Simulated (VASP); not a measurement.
Al, 4 atoms in the cell. The structure is hexagonal, space group P6_3/mmc (No. 194). The conventional cell has a = 2.800 Å, b = 2.800 Å, c = 8.829 Å, α = 90.00°, β = 90.00°, γ = 120.00°. Within 3.6 Å of Al (site symmetry -3m) lie 12 Al at 2.74 to 2.80 Å. Within 3.6 Å of Al (site symmetry -6m2) lie 12 Al at 2.74 to 2.80 Å.  This cell differs from its parent crystal: volume 14.987 Å^3 an atom, c/a of the conventional cell 3.1530.

```yaml
Program: VASP 6.6.1
Task: single point
Functional: PBEsol
Dispersion: D3(BJ)
Potentials_or_basis: VASP PAW PBE potentials, release 64 (Al)
Cutoff: 520 eV
k_mesh: 18 × 18 × 6
Occupations: gaussian, width 0.15 eV
Spin: no spin polarisation
Dipole_correction: no
Further_INCAR_settings: ALGO = Normal; EDIFF = 1e-07; NBANDS = 14
```

Potentials or basis: VASP PAW PBE potentials, release 64 (Al).

Run with:

```console
$ cat potpaw_PBE.64/Al/POTCAR > POTCAR
$ mpirun -np 1 vasp_std > vasp.out
```

Hardware: 1 thread of Intel(R) Xeon(R) 6975P-C (Granite Rapids), with other jobs on the host.

Estimate the wall time of this run.

It took 49 s on 1 thread of Intel(R) Xeon(R) 6975P-C (Granite Rapids), with other jobs on the host, peak memory 0.24 GiB. Counts: scf iterations 13, k points 148.
